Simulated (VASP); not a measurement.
# W (P6_3/mmc) in VASP: notebook, part 2 of 2

VASP 6.6.1. The steps go on from the part before.

### 4 Single point, PBE

This run uses another cell than the first one, of 11.59 Å³/atom.

INCAR reads:

```
SYSTEM = W
PREC = Accurate
ENCUT = 520
EDIFF = 1E-6
ISMEAR = -1
SIGMA = 0.1
LREAL = .False.
LASPH = .True.
NELM = 60
ALGO = Normal
ISIF = 2
LWAVE = .False.
LCHARG = .False.
GGA = PE
NBANDS = 21
```

KPOINTS reads:

```
Automatic mesh
0
Gamma
  17 17 9
  0 0 0
```

POSCAR reads:

```
W
1.0
    2.5533809576      0.0000000000      0.0000000000
   -1.2766904788      2.2112927748      0.0000000000
    0.0000000000      0.0000000000      4.1054465317
W
2
Direct
    0.3333333333      0.6666666667      0.2500000000
    0.6666666667      0.3333333333      0.7500000000
```

Potentials or basis: VASP PAW PBE potentials, release 64 (W_sv).

Run with:

```bash
cat potpaw_PBE.64/W_sv/POTCAR > POTCAR
mpirun -np 1 vasp_std > vasp.out
```

OUTCAR:

```text
SYSTEM = W
   PREC = Accurate
   ENCUT = 520
   EDIFF = 1E-6
   ISMEAR = -1
   LREAL = .False.
   LASPH = .True.
   NELM = 60
   ISIF = 2
   GGA = PE

 ion  position               nearest neighbor table
   1  0.333  0.667  0.250-   2 2.53   2 2.53   2 2.53   2 2.53   2 2.53   2 2.53
   2  0.667  0.333  0.750-   1 2.53   1 2.53   1 2.53   1 2.53   1 2.53   1 2.53

  LATTYP: Found a hexagonal cell.
 ALAT       =     2.5533809576
 C/A-ratio  =     1.6078472425

  Lattice vectors:

 A1 = (   2.5533809576,   0.0000000000,   0.0000000000)
 A2 = (  -1.2766904788,   2.2112927748,   0.0000000000)
[... 190 lines left out ...]
      4     -20.5950      2.00000
      5     -20.5950      2.00000
      6     -20.1273      2.00000
[... 565 lines left out ...]
     20      30.2682      0.00000
     21      31.7543      0.00000

 [... further k-points ...]
[... 5 lines left out ...]
  --------------------------------------------------------------------------------------
  -------------------------------------------------------------------------------------
  Total       28.3489615     28.3489615     28.4619168      0.0000000      0.0000000      0.0000000
  in kB     1959.4106937   1959.4106937   1967.2178904      0.0000000      0.0000000      0.0000000
  external PRESSURE =    1962.0130926 kB  Pullay stress =       0.0000000 kB

 VOLUME and BASIS-vectors are now :
 -----------------------------------------------------------------------------
  energy-cutoff  :      520.00
  volume of cell :       23.18
      direct lattice vectors                 reciprocal lattice vectors
     2.553380958  0.000000000  0.000000000     0.391637604  0.226112076  0.000000000
    -1.276690479  2.211292775  0.000000000     0.000000000  0.452224152  0.000000000
     0.000000000  0.000000000  4.105446532     0.000000000  0.000000000  0.243578863

 POSITION                                       TOTAL-FORCE (eV/Angst)
 -----------------------------------------------------------------------------------
     -0.00000      1.47420      1.02636        -0.000000      0.000000      0.000000
      1.27669      0.73710      3.07908         0.000000     -0.000000      0.000000
 -----------------------------------------------------------------------------------
    total drift:                               -0.000000      0.000000     -0.000000

  FREE ENERGIE OF THE ION-ELECTRON SYSTEM (eV)
  ---------------------------------------------------
  free  energy   TOTEN  =       -20.3313446080 eV

  energy  without entropy=      -20.2760575158  energy(sigma->0) =      -20.30370106
```

OSZICAR:

```text
N       E                     dE             d eps       ncg     rms          rms(c)
DAV:   1     0.291605017864E+03    0.29161E+03   -0.16969E+04  7002   0.167E+03
DAV:   2    -0.120380030382E+02   -0.30364E+03   -0.29534E+03  7429   0.483E+02
DAV:   3    -0.210363320702E+02   -0.89983E+01   -0.88626E+01  7774   0.841E+01
DAV:   4    -0.210948560894E+02   -0.58524E-01   -0.58508E-01  7685   0.710E+00
DAV:   5    -0.210953329166E+02   -0.47683E-03   -0.47682E-03  7750   0.629E-01    0.514E+01
DAV:   6    -0.205523973452E+02    0.54294E+00   -0.35485E-01  7635   0.635E+00    0.263E+01
DAV:   7    -0.203357331402E+02    0.21666E+00   -0.34255E-01  7526   0.575E+00    0.520E-01
DAV:   8    -0.203313908502E+02    0.43423E-02   -0.12184E-02  7310   0.127E+00    0.172E-01
DAV:   9    -0.203313311707E+02    0.59679E-04   -0.25250E-04  8221   0.174E-01    0.254E-02
DAV:  10    -0.203313443964E+02   -0.13226E-04   -0.24990E-05  7470   0.502E-02    0.204E-02
DAV:  11    -0.203313446080E+02   -0.21169E-06   -0.19009E-06  6005   0.158E-02
   1 F= -.20331345E+02 E0= -.20303701E+02  d E =-.552871E-01
```

Wall time 99 s (1 thread of AMD EPYC 7R13, shared host); peak memory 0.15 GiB.

Results:

```yaml
Free_energy: -20.3313 eV
Pressure: 196.2 GPa
Band_gap_on_the_k_mesh: zero (bands 14 and 15 overlap by 3.53 eV)
```

Stress tensor (GPa, compression positive):
```
195.94   0.00   0.00
  0.00 195.94   0.00
  0.00   0.00 196.72
```

Caveat: the cell stands under pressure; spin-orbit coupling is left out, which moves the levels of the heavy elements.

### 5 Relaxation of cell and atoms, PBE, target pressure 190 GPa, at which the enthalpy is minimised

This run uses another cell than the first one, of 11.60 Å³/atom.

INCAR reads:

```
SYSTEM = W
PREC = Accurate ; ENCUT = 600
EDIFF = 1E-7 ; ISMEAR = -1
SIGMA = 0.1 ; LREAL = .FALSE.
LASPH = .TRUE. ; NELM = 60
ALGO = Normal ; ISIF = 3
LWAVE = .FALSE. ; LCHARG = .FALSE.
GGA = PE ; IBRION = 2
NSW = 32 ; EDIFFG = -0.005
PSTRESS = 1900.0
```

KPOINTS reads:

```
Automatic mesh
0
G
  17 17 9
  0 0 0
```

POSCAR reads:

```
W
1.0
    2.5545517497      0.0000000000      0.0000000000
   -1.2772758748      2.2123067105      0.0000000000
    0.0000000000      0.0000000000      4.1065035455
W
2
Direct
    0.3333333333      0.6666666667      0.2500000000
    0.6666666667      0.3333333333      0.7500000000
```

Run with:

```bash
cat potpaw_PBE.64/W_sv/POTCAR > POTCAR
mpirun -np 1 vasp_std > vasp.out
```

It took 7.7 min on 1 thread of AMD EPYC 7R13, shared host; peak memory 0.18 GiB.

The run converged. Its results:

* Free energy: -20.5334 eV
* Relaxed volume: 11.67 Å³/atom
* Relaxed cell: a = 2.553 Å, b = 2.553 Å, c = 4.136 Å, α = 90.00°, β = 90.00°, γ = 120.00°
* Space group after relaxing (to 0.1 Å): P6_3/mmc (No. 194)
* Energy change on relaxing (the run minimises the enthalpy): -84.1 meV/atom
* Ionic steps: 10
* Pressure after relaxing: 190.0 GPa
* Band gap on the k mesh: zero (bands 14 and 15 overlap by 3.41 eV)

Step by step:
| step | energy change (eV) | largest force (eV/Å) | pressure (GPa) | volume (Å³) |
| --- | --- | --- | --- | --- |
| 1 | 0.0000 | 0.0000 | 195.23 | 23.21 |
| 2 | -1.3822 | 0.0000 | 148.16 | 24.50 |
| 3 | -0.1621 | 0.0000 | 189.81 | 23.34 |
| 4 | -0.1580 | 0.0000 | 189.95 | 23.34 |
| 5 | -0.1622 | 0.0000 | 189.99 | 23.34 |
| 6 | -0.1658 | 0.0000 | 190.05 | 23.35 |
| 7 | -0.1662 | 0.0000 | 190.06 | 23.35 |
| 8 | -0.1664 | 0.0000 | 190.07 | 23.35 |
| 9 | -0.1866 | 0.0000 | 189.40 | 23.36 |
| 10 | -0.1683 | 0.0000 | 190.00 | 23.35 |

Final structure:
```
W
1.0
     2.55300    0.00000    0.00000
    -1.27650    2.21097    0.00000
     0.00000    0.00000    4.13624
W
2
Direct
  0.33333 0.66667 0.25000
  0.66667 0.33333 0.75000
```

Levels at points of the mesh, in eV from the Fermi level:
```tsv
k point	band 12	band 13	band 14	band 15	band 16	band 17
(0.00, 0.00, 0.00)	-1.38	-1.35	-0.02	-0.02	1.45	1.45
```

Caveat: the cell is relaxed towards a set pressure, so the run minimises the enthalpy, not the energy; spin-orbit coupling is left out, which moves the levels of the heavy elements.

### 6 Summary

| task | cell | cutoff (eV) | gap on the mesh (eV) | pressure (GPa) |
| --- | --- | --- | --- | --- |
| relaxation of cell and atoms | relaxed to 190 GPa from a = 2.554, b = 2.554, c = 4.138 Å, angles 90.0, 90.0, 120.0°, 2 atoms | 600 | none | 190.0 |
| single point | a = 2.555, b = 2.555, c = 4.107 Å, angles 90.0, 90.0, 120.0°, 2 atoms | 520 | none | 195.1 |
| single point | a = 2.553, b = 2.553, c = 4.105 Å, angles 90.0, 90.0, 120.0°, 2 atoms | 520 | none | 196.2 |
| relaxation of cell and atoms | relaxed to 190 GPa from a = 2.555, b = 2.555, c = 4.107 Å, angles 90.0, 90.0, 120.0°, 2 atoms | 600 | none | 190.0 |

Alike in all rows: level PBE; potentials or basis VASP PAW PBE potentials, release 64 (W_sv); no spin polarisation; k mesh 17 × 17 × 9; smearing fermi-dirac 0.1 eV.

Caveats: spin-orbit coupling is left out, which moves the levels of the heavy elements; the cell is relaxed towards a set pressure, so the run minimises the enthalpy, not the energy (at least some runs); the cell stands under pressure (at least some runs).

Absolute energies hang on the potentials; compare differences alone.
